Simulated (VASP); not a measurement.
# Ti16Sb in VASP: single point with PBEsol

Aim: the single point of Ti16Sb with PBEsol.

Program: VASP 6.6.1. These are calculated values, not measurements. Logs are shortened: lines on timing, memory, paths and dates and some standing lists are left out, and cuts for length are marked.

### 1 The cell of the first run

The cell holds a slab with vacuum, 17 atoms: a = 5.900 Å, b = 5.900 Å, c = 19.027 Å, α = 90.00°, β = 90.00°, γ = 60.00°.

### 2 Single point, PBEsol

INCAR reads:

```
SYSTEM = Ti16Sb
ALGO = Normal
EDIFF = 1E-6
ENCUT = 520
GGA = PS
ISIF = 2
ISMEAR = 0
LASPH = .TRUE.
LCHARG = .FALSE.
LREAL = Auto
LWAVE = .FALSE.
NBANDS = 112
NELM = 60
PREC = Accurate
SIGMA = 0.05
```

KPOINTS reads:

```
k-points
0
G
  3 3 1
  0 0 0
```

POSCAR reads:

```
Ti16Sb
1.0
    5.9000000000      0.0000000000      0.0000000000
    2.9500000000      5.1095500000      0.0000000000
    0.0000000000      0.0000000000     19.0269000000
Ti Sb
16 1
Direct
   -0.1666667000      0.3333333000      0.0525572000
    0.3333333000      0.3333333000      0.0525572000
   -0.1666667000      0.8333333000      0.0525572000
    0.3333333000      0.8333333000      0.0525572000
   -0.0029366159      0.0014311690      0.1620848779
    0.5015358074      0.0014604307      0.1620922043
   -0.0000437336      0.5000632882      0.1643452265
    0.5013411097      0.4973248127      0.1619799817
   -0.1609229357      0.3384536129      0.2889818470
    0.3224180708      0.3384336055      0.2889892862
   -0.1609755557      0.8218498281      0.2894204305
    0.3330507478      0.8340715354      0.2833413959
    0.0051955295     -0.0023179389      0.3982299640
    0.4971836548     -0.0021533073      0.3982937052
    0.0006785124      0.4987134656      0.4099328598
    0.4968507686      0.5062098571      0.3976208454
    0.6646790118      0.1713885221      0.5108085756
```

Potentials or basis: VASP PAW PBE potentials, release 64 (Ti_sv, Sb).

Run with:

```console
$ cat potpaw_PBE.64/Ti_sv/POTCAR potpaw_PBE.64/Sb/POTCAR > POTCAR
$ mpirun -np 1 vasp_std > vasp.out
```

OUTCAR:

```text
SYSTEM = Ti16Sb
   EDIFF = 1E-6
   ENCUT = 520
   GGA = PS
   ISIF = 2
   ISMEAR = 0
   LASPH = .TRUE.
   LREAL = Auto
   NELM = 60
   PREC = Accurate

 ion  position               nearest neighbor table
   1  0.833  0.333  0.053-   8 2.69   5 2.69   7 2.72
   2  0.333  0.333  0.053-   8 2.69   6 2.69   7 2.73
   3  0.833  0.833  0.053-   5 2.69   6 2.69   7 2.72
   4  0.333  0.833  0.053-   8 2.70   5 2.70   6 2.70
   5  0.997  0.001  0.162-   3 2.69   1 2.69   4 2.70  12 2.88
   6  0.502  0.001  0.162-   3 2.69   2 2.69   4 2.70  12 2.88
   7  1.000  0.500  0.164-   3 2.72   1 2.72   2 2.73   9 2.89  10 2.89  11 2.89
   8  0.501  0.497  0.162-   1 2.69   2 2.69   4 2.70  12 2.88
   9  0.839  0.338  0.289-  16 2.71  13 2.71  15 2.83  10 2.85  11 2.85   7 2.89
  10  0.322  0.338  0.289-  16 2.71  14 2.71  15 2.83   9 2.85  11 2.85   7 2.89
  11  0.839  0.822  0.289-  13 2.71  14 2.71  15 2.83   9 2.85  10 2.85   7 2.89
  12  0.333  0.834  0.283-  16 2.74  13 2.75  14 2.76   6 2.88   5 2.88   8 2.88
  13  0.005  0.998  0.398-  11 2.71   9 2.71  12 2.75  17 2.76  16 2.90  14 2.90
  14  0.497  0.998  0.398-  11 2.71  10 2.71  12 2.76  17 2.76  16 2.90  13 2.90
  15  0.001  0.499  0.410-  11 2.83  10 2.83   9 2.83
  16  0.497  0.506  0.398-  10 2.71   9 2.71  12 2.74  17 2.75  13 2.90  14 2.90
  17  0.665  0.171  0.511-  16 2.75  13 2.76  14 2.76

  LATTYP: Found a hexagonal cell.
 ALAT       =     5.9000001019
 C/A-ratio  =     3.2248982494

  Lattice vectors:

 A1 = (  -2.9500000000,  -5.1095500000,   0.0000000000)
 A2 = (   5.9000000000,   0.0000000000,   0.0000000000)
 A3 = (   0.0000000000,   0.0000000000,  19.0269000000)

Analysis of symmetry for initial positions (statically):
=====================================================================
 Subroutine PRICEL returns:
 Original cell was already a primitive cell.

 Routine SETGRP: Setting up the symmetry group for a
 hexagonal supercell.

 Subroutine GETGRP returns: Found  1 space group operations
 (whereof  1 operations were pure point group operations)
 out of a pool of 24 trial point group operations.

The static configuration has the point symmetry C_1 .

Analysis of symmetry for dynamics (positions and initial velocities):
=====================================================================
 Subroutine PRICEL returns:
 Original cell was already a primitive cell.

 Routine SETGRP: Setting up the symmetry group for a
 hexagonal supercell.

 Subroutine GETGRP returns: Found  1 space group operations
 (whereof  1 operations were pure point group operations)
 out of a pool of 24 trial point group operations.

The dynamic configuration has the point symmetry C_1 .

[... 116 lines left out ...]
   POTIM  = 0.5000    time-step for ionic-motion
   TEBEG  =    0.0;   TEEND  =   0.0 temperature during run
   PSTRESS=    0.0 pullay stress
   NELECT =     197.0000    total number of electrons
   NUPDOWN=      -1.0000    fix difference up-down
   EMIN   =  10.00;   EMAX   =-10.00  energy-range for DOS
   EFERMI =   0.00;   METHOD = LEGACY
   ISMEAR =     0;   SIGMA  =   0.05  broadening in eV -4-tet -1-fermi 0-gaus
   EFERMI_NEDOS =   21; number of points for ismear=-14 and -15
   IALGO  =     38    algorithm
   IMIX   =      4    mixing-type and parameters
     AMIX     =   0.40;   BMIX     =  1.00
     AMIX_MAG =   1.60;   BMIX_MAG =  1.00
  volume/ion in A,a.u.               =      33.74       227.69
  Fermi-wavevector in a.u.,A,eV,Ry     =   1.146470  2.166514 17.883407  1.314393
  Thomas-Fermi vector in A             =   2.283154
   LORBIT       =      0    0 simple, 1 ext, 2 COOP (PROOUT), +10 PAW based schemes
   GGA     = PS    functional components
   LHFCALC =     F    Hartree Fock is set to
   AEXX    =    0.0000 exact exchange contribution
   IVDW    =     0    specifies the selected vdW correction
   LEPSILON=     F    determine dielectric tensor
   LRPA    =     F    only Hartree local field effects (RPA)
 non-spin polarized calculation
 Gauss-broadening in eV      SIGMA  =   0.05
  energy-cutoff  :      520.00
  volume of cell :      573.59
 maximum number of plane-waves:     15459
 NGX is ok and might be reduce to    48
   NGX = 21   NGY = 21   NGZ = 71

 number of electron     197.0000005 magnetization

 Free energy of the ion-electron system (eV)
  ---------------------------------------------------
  ext. energy  EPLUGINS =         0.00000000
  ---------------------------------------------------
  free energy    TOTEN  =      -131.51484654 eV

  energy without entropy =     -131.46046881  energy(sigma->0) =     -131.48765767

 E-fermi :   2.2560     XC(G=0):  -7.0602

 val. band max:        2.2464800237   @ k =   0.3333   0.0000   0.0000
 cond. band min:       2.2589612172   @ k =  -0.3333   0.3333   0.0000
 fundamental gap:      0.0124811935
 Fermi energy:         2.2559798802

 k-point     1 :       0.0000    0.0000    0.0000
  band No.  band energies     occupation
      1     -54.5927      2.00000
      2     -54.4017      2.00000
      3     -54.3239      2.00000
      4     -54.3167      2.00000
      5     -54.3101      2.00000
      6     -54.3099      2.00000
[... 554 lines left out ...]
    109       2.6518      0.00000
    110       2.8404      0.00000
 [bands above 110 left out]

------------------------ aborting loop because EDIFF is reached ----------------------------------------

  FORCE on cell =-STRESS in cart. coord.  units (eV):
  Direction    XX          YY          ZZ          XY          YZ          ZX
  --------------------------------------------------------------------------------------
  -------------------------------------------------------------------------------------
  Total       -8.5616689     -8.4204229     -0.4207312     -0.0145228     -0.0317521     -0.0015605
  in kB      -23.9147757    -23.5202420     -1.1752022     -0.0405657     -0.0886912     -0.0043588
  external PRESSURE =     -16.2034066 kB  Pullay stress =       0.0000000 kB

 VOLUME and BASIS-vectors are now :
 -----------------------------------------------------------------------------
  energy-cutoff  :      520.00
  volume of cell :      573.59
      direct lattice vectors                 reciprocal lattice vectors
     5.900000000  0.000000000  0.000000000     0.169491525 -0.097855976  0.000000000
     2.950000000  5.109550000  0.000000000     0.000000000  0.195711951  0.000000000
     0.000000000  0.000000000 19.026900000     0.000000000  0.000000000  0.052557169

 POSITION                                       TOTAL-FORCE (eV/Angst)
 -----------------------------------------------------------------------------------
      5.90000      1.70318      1.00000        -0.004267      0.000759     -0.010161
      2.95000      1.70318      1.00000         0.003549      0.001589     -0.010153
      7.37500      4.25796      1.00000         0.000317     -0.001464     -0.004501
      4.42500      4.25796      1.00000         0.000122     -0.001084      0.058088
      5.88690      0.00731      3.08397         0.007534     -0.002001      0.006440
      2.96337      0.00746      3.08411        -0.007976     -0.003129      0.005097
[... 9 lines left out ...]
      4.42474      2.58650      7.56549         0.000113      0.001820     -0.020167
      4.42720      0.87572      9.71910        -0.000026     -0.009267      0.006788
 -----------------------------------------------------------------------------------
    total drift:                                0.001220      0.005256      0.062433

  FREE ENERGIE OF THE ION-ELECTRON SYSTEM (eV)
  ---------------------------------------------------
  free  energy   TOTEN  =      -131.5148465365 eV

  energy  without entropy=     -131.4604688071  energy(sigma->0) =     -131.48765767
```

OSZICAR:

```text
N       E                     dE             d eps       ncg     rms          rms(c)
DAV:   1     0.278307123515E+04    0.27831E+04   -0.10407E+05  1128   0.190E+03
DAV:   2     0.264543761309E+03   -0.25185E+04   -0.24866E+04  1120   0.623E+02
DAV:   3    -0.659779944302E+02   -0.33052E+03   -0.32000E+03  1680   0.197E+02
[... 37 lines left out ...]
DAV:  41    -0.131514827662E+03   -0.16026E-04   -0.11894E-05  1160   0.212E-02    0.110E-02
DAV:  42    -0.131514833661E+03   -0.59990E-05   -0.42913E-06  1000   0.137E-02    0.109E-02
DAV:  43    -0.131514841893E+03   -0.82321E-05   -0.63111E-06  1080   0.157E-02    0.227E-03
DAV:  44    -0.131514846812E+03   -0.49191E-05   -0.29715E-06   984   0.769E-03    0.516E-03
DAV:  45    -0.131514846536E+03    0.27555E-06   -0.93585E-07   664   0.705E-03
   1 F= -.13151485E+03 E0= -.13148766E+03  d E =-.543777E-01
```

stdout:

```text
POSCAR found type information on POSCAR TiSb
 POSCAR found :  2 types and      17 ions
 scaLAPACK will be used
 -----------------------------------------------------------------------------
|                                                                             |
|                                                                             |
|     You enforced a specific xc type in the INCAR file but a different       |
|     I HOPE YOU KNOW WHAT YOU ARE DOING!                                     |
|                                                                             |
 -----------------------------------------------------------------------------

 LDA part: xc-table for (Slater+PW92), standard interpolation
 POSCAR, INCAR and KPOINTS ok, starting setup
 FFT: planning ... GRIDC
 FFT: planning ... GRID_SOFT
 FFT: planning ... GRID
 WAVECAR not read
 entering main loop
```

Run time: 23 min. Hardware: 1 thread of Intel Xeon Platinum 8488C (Sapphire Rapids), shared host; peak memory 0.76 GiB.

What came out:

```
Free energy   : -131.5148 eV
Largest force : 0.058 eV/Å
```

Forces in eV/Å, atoms in the order of the input:
```
Ti  -0.004  0.001 -0.010
Ti   0.004  0.002 -0.010
Ti   0.000 -0.001 -0.005
Ti   0.000 -0.001  0.058
Ti   0.008 -0.002  0.006
Ti  -0.008 -0.003  0.005
Ti   0.001 -0.002 -0.034
Ti   0.000  0.009  0.006
Ti  -0.004 -0.002  0.016
Ti   0.001  0.000  0.018
Ti   0.002  0.003  0.014
Ti  -0.001 -0.007  0.003
Ti  -0.002  0.002 -0.019
Ti   0.005  0.001 -0.019
Ti  -0.001  0.009 -0.017
Ti   0.000  0.002 -0.020
Sb   0.000 -0.009  0.007
```

Levels at points of the mesh, in eV from the Fermi level:
```
           k point  band 96  band 97  band 98  band 99  band 100  band 101
(0.00, 0.00, 0.00)     0.25     0.27     0.43     0.49      0.49      0.52
```

Caveat: the k points lie up to 0.41 Å⁻¹ apart; the PAW data sets were made with another functional, which shifts forces and pressure a little; spin-orbit coupling is left out, which moves the levels of the heavy elements.
